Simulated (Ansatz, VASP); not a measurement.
## C: VASP beside Ansatz

```xyz
2
Lattice="0.0000 1.7946 1.7724 1.7946 0.0000 1.7724 1.7946 1.7946 0.0000" Properties=species:S:1:pos:R:3 pbc="T T T"
C     0.0000    0.0000    0.0000
C     0.8973    0.8973    0.8862
```

Change from the starting cell: strained cell.

Alike in both runs: functional PBEsol; k mesh 10 × 10 × 10; occupations gaussian, width 0.02 eV; no spin polarisation.

Ansatz relaxed the structure, and its values are those at the end. VASP's run is a single point on that final structure, the one shown.

|  | VASP | Ansatz |
| --- | --- | --- |
| version | VASP 6.6.1 | Ansatz 0.2.0 |
| potentials or method | VASP PAW PBE potentials, release 64 (C), cutoff 600 eV | scalar-relativistic, plane waves, PAW |
| valence electrons in the cell | 8 | 8 |

|  | VASP | Ansatz | Ansatz less VASP |
| --- | --- | --- | --- |
| gap on the k mesh at the Fermi level (eV) | 3.70 | 3.71 | +0.009 |
| least direct gap on the mesh (eV) | 5.30 | 5.30 | +0.001 |
| pressure (GPa) | -7.2 | -7.6 | -0.41 |

VASP's potentials were made for PBE, not for PBEsol, and Ansatz warns of the same on its side. Ansatz's warnings: stress scf threshold loose.
